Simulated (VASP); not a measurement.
# CuAu (R-3m) in VASP: settings compared, part 2 of 3

VASP 6.6.1. The steps go on from the part before.

## Step 3: Single point, LDA

This run uses another cell than the first one, of 14.74 Å³/atom, 1.021 times its volume.

Input file INCAR:

```
SYSTEM = CuAu
ALGO = Normal
EDIFF = 1E-6
ENCUT = 700
GGA_COMPAT = .FALSE.
ISIF = 2
ISMEAR = -1
LASPH = .TRUE.
LCHARG = .FALSE.
LREAL = .FALSE.
LWAVE = .FALSE.
NBANDS = 26
NELM = 120
PREC = Accurate
SIGMA = 0.05
```

Input file KPOINTS:

```
k-points
0
G
  11 11 11
  0 0 0
```

Input file POSCAR:

```
CuAu
1.0
    1.4235536889      0.8218891055      4.1986478884
   -1.4235536889      0.8218891055      4.1986478884
    0.0000000000     -1.6437782110      4.1986478884
Au Cu
1 1
Direct
    0.0000000000      0.0000000000      0.0000000000
    0.5000000000      0.5000000000      0.5000000000
```

Potentials or basis: VASP PAW LDA potentials, release 64 (Au_sv_GW, Cu_sv_GW).

Started as:

```sh
cat potpaw_LDA.64/Au_sv_GW/POTCAR potpaw_LDA.64/Cu_sv_GW/POTCAR > POTCAR
mpirun -np 1 vasp_std > vasp.out
```

OUTCAR:

```text
SYSTEM = CuAu
   EDIFF = 1E-6
   ENCUT = 700
   ISIF = 2
   ISMEAR = -1
   LASPH = .TRUE.
   LREAL = .FALSE.
   NELM = 120
   PREC = Accurate

 ion  position               nearest neighbor table
   1  0.000  0.000  0.000-   2 2.67   2 2.67   2 2.67   2 2.67   2 2.67   2 2.67
   2  0.500  0.500  0.500-   1 2.67   1 2.67   1 2.67   1 2.67   1 2.67   1 2.67

  LATTYP: Found a trigonal (rhomboedric) cell.
 ALAT       =     4.5089523060
 COS(alpha) =     0.8006453295

  Lattice vectors:

 A1 = (   1.4235536889,   0.8218891055,   4.1986478884)
 A2 = (  -1.4235536889,   0.8218891055,   4.1986478884)
 A3 = (   0.0000000000,  -1.6437782110,   4.1986478884)

Analysis of symmetry for initial positions (statically):
=====================================================================
 Subroutine PRICEL returns:
 Original cell was already a primitive cell.

 Routine SETGRP: Setting up the symmetry group for a
 trigonal (rhombohedral) supercell.

 Subroutine GETGRP returns: Found 12 space group operations
 (whereof 12 operations were pure point group operations)
 out of a pool of 12 trial point group operations.

The static configuration has the point symmetry D_3d.

Analysis of symmetry for dynamics (positions and initial velocities):
=====================================================================
 Subroutine PRICEL returns:
 Original cell was already a primitive cell.

 Routine SETGRP: Setting up the symmetry group for a
 trigonal (rhombohedral) supercell.

 Subroutine GETGRP returns: Found 12 space group operations
 (whereof 12 operations were pure point group operations)
 out of a pool of 12 trial point group operations.

The dynamic configuration has the point symmetry D_3d.

 Subroutine INISYM returns: Found 12 space group operations
 (whereof 12 operations are pure point group operations),
 and found     1 'primitive' translations

----------------------------------------------------------------------------------------

                                     Primitive cell

  volume of cell :      29.4746

  direct lattice vectors                    reciprocal lattice vectors
     1.423553689  0.821889106  4.198647888     0.351233679  0.202784859  0.079390638
    -1.423553689  0.821889106  4.198647888    -0.351233679  0.202784859  0.079390638
     0.000000000 -1.643778211  4.198647888     0.000000000 -0.405569719  0.079390638

  length of vectors
     4.508952306  4.508952306  4.508952306     0.413267069  0.413267069  0.413267069

  position of ions in fractional coordinates (direct lattice)
     0.000000000  0.000000000  0.000000000
     0.500000000  0.500000000  0.500000000

  ion indices of the primitive-cell ions
   primitive index   ion index
                 1           1
                 2           2

----------------------------------------------------------------------------------------

 KPOINTS: k-points

Automatic generation of k-mesh.
 Grid dimensions read from file:
 generate k-points for:   11   11   11

 Generating k-lattice:

  Cartesian coordinates                     Fractional coordinates (reciprocal lattice)
     0.031930334  0.018434987  0.007217331     0.090909091  0.000000000 -0.000000000
    -0.031930334  0.018434987  0.007217331     0.000000000  0.090909091 -0.000000000
     0.000000000 -0.036869974  0.007217331    -0.000000000 -0.000000000  0.090909091

  Length of vectors
     0.037569734  0.037569734  0.037569734

  Shift w.r.t. Gamma in fractional coordinates (k-lattice)
     0.000000000  0.000000000  0.000000000

 Subroutine IBZKPT returns following result:
 ===========================================

 Found    146 irreducible k-points:

 Following reciprocal coordinates:
            Coordinates               Weight
  0.000000  0.000000  0.000000      1.000000
  0.090909 -0.000000  0.000000      6.000000
  0.181818 -0.000000  0.000000      6.000000
  0.272727 -0.000000  0.000000      6.000000
  0.363636 -0.000000  0.000000      6.000000
  0.454545 -0.000000  0.000000      6.000000
[... 16 lines left out ...]
 -0.272727  0.181818 -0.000000     12.000000
 -0.181818  0.181818  0.000000      6.000000
 [... further k-points ...]
   k-points           NKPTS =    146   k-points in BZ     NKDIM =    146   number of bands    NBANDS=     26
   number of dos      NEDOS =    301   number of ions     NIONS =      2
   total plane-waves  NPLWV =  64000
   dimension x,y,z NGX =    40 NGY =   40 NGZ =   40
   dimension x,y,z NGXF=    80 NGYF=   80 NGZF=   80
   ions per type =               1   1
   NGX,Y,Z   is equivalent  to a cutoff of  14.75, 14.75, 14.75 a.u.
   NGXF,Y,Z  is equivalent  to a cutoff of  29.50, 29.50, 29.50 a.u.
 SYSTEM =  CuAu
   PREC   = accura    normal or accurate (medium, high low for compatibility)
   ISTART =      0    job   : 0-new  1-cont  2-samecut
   ICHARG =      2    charge: 1-file 2-atom 10-const
   ISPIN  =      1    spin polarized calculation?
   LNONCOLLINEAR =      F non collinear calculations
   LSORBIT =      F    spin-orbit coupling
   LASPH  =      T    aspherical Exc in radial PAW
   ENCUT  =  700.0 eV  51.45 Ry    7.17 a.u.   9.73  9.73  9.73*2*pi/ulx,y,z
   NELM   =    120;   NELMIN=  2; NELMDL= -5     # of ELM steps
   EDIFF  = 0.1E-05   stopping-criterion for ELM
   LREAL  =      F    real-space projection
   EDIFFG = 0.1E-04   stopping-criterion for IOM
   NSW    =      0    number of steps for IOM
   IBRION =     -1    ionic relax: 0-MD 1-quasi-New 2-CG
   NFREE  =      0    steps in history (QN), initial steepest desc. (CG)
   ISIF   =      2    stress and relaxation
   ISYM   =      2    0-nonsym 1-usesym 2-fastsym
   POTIM  = 0.5000    time-step for ionic-motion
   TEBEG  =    0.0;   TEEND  =   0.0 temperature during run
   PSTRESS=    0.0 pullay stress
   NELECT =      38.0000    total number of electrons
   NUPDOWN=      -1.0000    fix difference up-down
   EMIN   =  10.00;   EMAX   =-10.00  energy-range for DOS
   EFERMI =   0.00;   METHOD = LEGACY
   ISMEAR =    -1;   SIGMA  =   0.05  broadening in eV -4-tet -1-fermi 0-gaus
   EFERMI_NEDOS =   21; number of points for ismear=-14 and -15
   IALGO  =     38    algorithm
   IMIX   =      4    mixing-type and parameters
     AMIX     =   0.40;   BMIX     =  1.00
     AMIX_MAG =   1.60;   BMIX_MAG =  1.00
  volume/ion in A,a.u.               =      14.74        99.45
  Fermi-wavevector in a.u.,A,eV,Ry     =   1.781777  3.367071 43.194832  3.174731
  Thomas-Fermi vector in A             =   2.846300
   LORBIT       =      0    0 simple, 1 ext, 2 COOP (PROOUT), +10 PAW based schemes
   GGA     = CA    functional components
   LHFCALC =     F    Hartree Fock is set to
   AEXX    =    0.0000 exact exchange contribution
   IVDW    =     0    specifies the selected vdW correction
   LEPSILON=     F    determine dielectric tensor
   LRPA    =     F    only Hartree local field effects (RPA)
 non-spin polarized calculation
  energy-cutoff  :      700.00
  volume of cell :       29.47
 maximum number of plane-waves:      1254
   NGX = 19   NGY = 19   NGZ = 19

 number of electron      37.9999997 magnetization

 Free energy of the ion-electron system (eV)
  ---------------------------------------------------
  ext. energy  EPLUGINS =         0.00000000
  ---------------------------------------------------
  free energy    TOTEN  =        -8.54574887 eV

  energy without entropy =       -8.53779780  energy(sigma->0) =       -8.54177334

 E-fermi :   7.9183     XC(G=0): -13.5647

 val. band max:        7.9153920048   @ k =   0.3636   0.1818   0.1818
 cond. band min:       7.9188545915   @ k =  -0.3636   0.3636   0.2727
 fundamental gap:      0.0034625867
 Fermi energy:         7.9182703094

 k-point     1 :       0.0000    0.0000    0.0000
  band No.  band energies     occupation
      1    -103.3477      2.00000
      2     -97.6833      2.00000
      3     -61.3452      2.00000
      4     -61.3118      2.00000
      5     -61.3118      2.00000
      6     -49.3171      2.00000
[... 18 lines left out ...]
     25      25.4907      0.00000
     26      28.5776      0.00000
[... 644 lines left out ...]
      4     -61.3268      2.00000
      5     -61.3178      2.00000
      6     -49.3041      2.00000
[... 18 lines left out ...]
     25      20.6974      0.00000
     26      27.7288      0.00000

 [... further k-points ...]

------------------------ aborting loop because EDIFF is reached ----------------------------------------

  FORCE on cell =-STRESS in cart. coord.  units (eV):
  Direction    XX          YY          ZZ          XY          YZ          ZX
  --------------------------------------------------------------------------------------
  -------------------------------------------------------------------------------------
  Total       -1.7630737     -1.7630737     -1.5225287      0.0000000      0.0000000     -0.0000000
  in kB      -95.8370120    -95.8370120    -82.7614907      0.0000000      0.0000000     -0.0000000
  external PRESSURE =     -91.4785049 kB  Pullay stress =       0.0000000 kB

 VOLUME and BASIS-vectors are now :
 -----------------------------------------------------------------------------
  energy-cutoff  :      700.00
  volume of cell :       29.47
      direct lattice vectors                 reciprocal lattice vectors
     1.423553689  0.821889106  4.198647888     0.351233679  0.202784859  0.079390638
    -1.423553689  0.821889106  4.198647888    -0.351233679  0.202784859  0.079390638
     0.000000000 -1.643778211  4.198647888     0.000000000 -0.405569719  0.079390638

 POSITION                                       TOTAL-FORCE (eV/Angst)
 -----------------------------------------------------------------------------------
      0.00000      0.00000      0.00000        -0.000000      0.000000      0.000000
      0.00000      0.00000      6.29797         0.000000     -0.000000     -0.000000
 -----------------------------------------------------------------------------------
    total drift:                               -0.000000      0.000000     -0.000000

  FREE ENERGIE OF THE ION-ELECTRON SYSTEM (eV)
  ---------------------------------------------------
  free  energy   TOTEN  =        -8.5457488748 eV

  energy  without entropy=       -8.5377977995  energy(sigma->0) =       -8.54177334
```

stdout:

```text
POSCAR found type information on POSCAR AuCu
 POSCAR found :  2 types and       2 ions
 scaLAPACK will be used
 LDA part: xc-table for (Slater(with rela. corr.)+CA(PZ))
 , standard interpolation
 POSCAR, INCAR and KPOINTS ok, starting setup
 FFT: planning ... GRIDC
 FFT: planning ... GRID_SOFT
 FFT: planning ... GRID
 WAVECAR not read
 entering main loop
```

It took 4.2 min on 1 thread of Intel Xeon Platinum 8559C (Emerald Rapids), shared host; peak memory 0.38 GiB.

What came out:

| Quantity | Value |
| --- | --- |
| Free energy | -8.5457 eV |
| Pressure | -9.1 GPa |
| Band gap on the k mesh | zero (band 19 reaches 9.96 eV, above the bottom of band 20 at 5.65 eV) |

Stress tensor (GPa, compression positive):
```
-9.58  0.00  0.00
 0.00 -9.58  0.00
 0.00  0.00 -8.28
```

Caveat: spin-orbit coupling is left out, which moves the levels of the heavy elements.

(Part 2 of 3 ends here.)
